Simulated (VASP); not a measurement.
GaIr4:

```
Ga Ir
1.0
    -2.78212    2.78212    2.78212
     2.78212   -2.78212    2.78212
     2.78212    2.78212   -2.78212
Ga Ir
1 4
Direct
  0.00000 0.00000 0.00000
  0.00000 0.63058 0.00000
  0.36942 0.36942 0.36942
  0.00000 0.00000 0.63058
  0.63058 0.00000 0.00000
```

- Program: VASP 6.6.1
- Task: relaxation of cell and atoms
- Functional: PBE
- Potentials or basis: VASP PAW PBE potentials, release 64 (Ga_d, Ir)
- Cutoff: 600 eV
- k mesh: 4 × 4 × 4
- Occupations: gaussian, width 0.1 eV
- Spin: no spin polarisation

At the start: pressure 98.1 GPa; volume 17.23 Å³/atom.

Problem. How do energy, volume and symmetry change on relaxing?

Solution. Over 15 steps the energy falls by 4822.8 meV/atom and the volume is 17.40 Å³/atom (+1.0 %); space group Im-3m (No. 229, to 0.05 Å).

The path:
| step | energy change (eV) | largest force (eV/Å) | pressure (GPa) | volume (Å³) |
| --- | --- | --- | --- | --- |
| 1 | 0.0000 | 27.5214 | 98.12 | 86.14 |
| 2 | -4.7675 | 1.2560 | -6.26 | 295.96 |
| 3 | -5.0335 | 1.1840 | -7.02 | 282.35 |
| 4 | -5.4017 | 1.0863 | -7.97 | 268.02 |
| 5 | -13.5997 | 0.0131 | -22.32 | 160.27 |
| 6 | -20.2800 | 0.2363 | -27.05 | 119.40 |
| 7 | -22.2220 | 2.1991 | -16.31 | 101.86 |
| 8 | -22.2282 | 2.7300 | -12.95 | 99.44 |
| 9 | -22.2381 | 2.5361 | -14.18 | 100.28 |
| 10 | -23.6740 | 1.7553 | 13.85 | 82.33 |
| 11 | -23.7084 | 1.9423 | 8.74 | 84.21 |
| 12 | -24.0586 | 0.6965 | 2.21 | 86.21 |
| 13 | -24.0999 | 0.0750 | 3.22 | 85.69 |
| 14 | -24.0900 | 0.1592 | -3.71 | 88.81 |
| 15 | -24.1138 | 0.0327 | 0.08 | 87.02 |

Final structure:
```cif
data_structure
_symmetry_space_group_name_H-M 'P 1'
_symmetry_Int_Tables_number 1
_cell_length_a 4.8352
_cell_length_b 4.8352
_cell_length_c 4.8352
_cell_angle_alpha 109.471
_cell_angle_beta 109.471
_cell_angle_gamma 109.471
_cell_volume 87.02
loop_
_atom_site_label
_atom_site_type_symbol
_atom_site_fract_x
_atom_site_fract_y
_atom_site_fract_z
_atom_site_occupancy
Ga1 Ga 0.00000 0.00000 0.00000 1
Ir1 Ir 0.00000 0.50037 0.00000 1
Ir2 Ir 0.49963 0.49963 0.49963 1
Ir3 Ir 0.00000 0.00000 0.50037 1
Ir4 Ir 0.50037 0.00000 0.00000 1
```

Caveat: the k points lie up to 0.40 Å⁻¹ apart in the final cell.
